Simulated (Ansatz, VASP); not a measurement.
# Two plane-wave programs on ScAl2

```xyz
6
Lattice="0.0000 3.7259 3.7259 3.7259 0.0000 3.7259 3.7259 3.7259 0.0000" Properties=species:S:1:pos:R:3 pbc="T T T"
Sc    3.7259    3.7259    3.7259
Sc    5.5889    5.5889    5.5889
Al    0.9315    0.9315    0.9315
Al    0.9315    2.7945    2.7945
Al    2.7945    0.9315    2.7945
Al    2.7945    2.7945    0.9315
```

Alike in both runs: functional LDA; k mesh 8 × 8 × 8; occupations gaussian, width 0.1 eV; no spin polarisation.

Ansatz relaxed the structure, and its values are those at the end. VASP's run is a single point on that final structure, the one shown.

```csv
,VASP,Ansatz
version,VASP 6.6.1,Ansatz 0.2.0
potentials or method,"VASP PAW LDA potentials, release 64 (Sc_sv, Al), cutoff 520 eV","scalar-relativistic, plane waves, PAW"
valence electrons in the cell,34,34
```

```tsv
	VASP	Ansatz	Ansatz less VASP
gap on the k mesh at the Fermi level (eV)	none	none	-
pressure (GPa)	0.2	0.0	-0.18
```

LDA's correlation is that of Perdew and Zunger in VASP and of Perdew and Wang (1992) in Ansatz. A gap of «none» marks a metal or a gap that the smearing closes.
